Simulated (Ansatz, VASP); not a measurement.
PtC: VASP beside Ansatz

INCAR

```
  ALGO = Normal
  EDIFF = 1E-7
  EDIFFG = -0.005
  ENCUT = 600
  GGA = PE
  IBRION = 2
  ISIF = 3
  ISMEAR = -1
  LASPH = T
  LCHARG = F
  LREAL = F
  LWAVE = F
  NELM = 100
  NSW = 100
  PREC = Accurate
  SIGMA = 0.08
```

File KPOINTS:

```
k-points
0
Gamma
  13 13 13
```

Contents of POSCAR:

```
PtC
1.0
    0.0000000000      2.3716517740      2.3716517740
    2.3716517740      0.0000000000      2.3716517740
    2.3716517740      2.3716517740      0.0000000000
Pt C
1 1
Direct
    0.0000000000      0.0000000000      0.0000000000
    0.2500000000      0.2500000000      0.2500000000
```

Input for Ansatz:

```yaml
crystal:
  lattice:
    - [0.0, 2.371651774, 2.371651774]
    - [2.371651774, 0.0, 2.371651774]
    - [2.371651774, 2.371651774, 0.0]
  atoms:
    - { symbol: Pt, position: [0.0, 0.0, 0.0] }
    - { symbol: C, position: [0.25, 0.25, 0.25] }
kpoints:
  mp_grid: { grid: [13, 13, 13] }
scf:
  occupations: { method: fermi_dirac, width: 0.08 }
hamiltonian:
  xc: pbe
  pseudopotentials: { kind: paw }
output:
  forces: true
  stress: true
relax:
  f_tol: 0.005
  max_steps: 80
  cell: {}
```

Alike in both runs: task relaxation of cell and atoms; functional PBE; k mesh 13 × 13 × 13; occupations fermi-dirac, width 0.08 eV; no spin polarisation.

```csv
,VASP,Ansatz
version,VASP 6.6.1,Ansatz 0.2.0
potentials or method,"VASP PAW PBE potentials, release 64 (Pt, C)","PAW with Ansatz's default frozen-core files, scalar-relativistic"
plane-wave cutoff (eV),600,420
valence electrons in the cell,14,22
```

|  | VASP | Ansatz | Ansatz less VASP |
| --- | --- | --- | --- |
| relaxed volume (Å³/atom) | 13.14 | 13.13 | -0.008 |
| relaxed length of the cell vector where the two differ most in proportion (Å) | 3.337 | 3.337 | -0.0007 |

VASP's potentials hold 14 valence electrons a cell and Ansatz's 22, so a difference there can come from the potentials and not from the codes.

Neither program's run includes spin-orbit coupling.
